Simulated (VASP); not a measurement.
A run of VASP 6.6.1 is set up as follows.

Contents of INCAR:

```
PREC     = Accurate       # precision mode
ENCUT    = 520            # plane-wave cutoff, eV
EDIFF    = 1E-6           # SCF threshold, eV
ISMEAR   = -1             # smearing method
SIGMA    = 0.02           # smearing width, eV
LREAL    = False          # projectors in reciprocal space
LASPH    = True           # aspherical terms in the spheres
NELM     = 80             # most SCF steps
ALGO     = Normal         # electronic algorithm
ISIF     = 2              # what is computed and relaxed
LWAVE    = False          # write WAVECAR
LCHARG   = True           # write CHGCAR
GGA      = PS             # functional
LELF     = True           # ELF
LVHAR    = True         
NBANDS   = 13             # bands
```

Contents of KPOINTS:

```
regular mesh
0
Gamma
  10 10 10
```

File POSCAR:

```
O
1.0
    1.4137960563      0.8162555336      3.3854248141
   -1.4137960563      0.8162555336      3.3854248141
    0.0000000000     -1.6325110673      3.3854248141
O
2
Direct
    0.0577000000      0.0577000000      0.0577000000
    0.9423000000      0.9423000000      0.9423000000
```

Potentials or basis: VASP PAW PBE potentials, release 64 (O).

Command:

```sh
$ cat potpaw_PBE.64/O/POTCAR > POTCAR
$ mpirun -np 1 vasp_std > vasp.out
```

(1) What does it give for the pressure?

(2) Estimate the largest force.

(3) Predict the band gap on the k mesh.

Answers

(1) 8.4 GPa.

(2) 4.763 eV/Å.

(3) zero (band 6 reaches 1.43 eV, above the bottom of band 7 at 0.07 eV).

Caveat: the standard files for N, O and F lose accuracy on very short bonds; spin is off for a triplet molecule; the PAW data sets were made with another functional, which shifts forces and pressure a little.
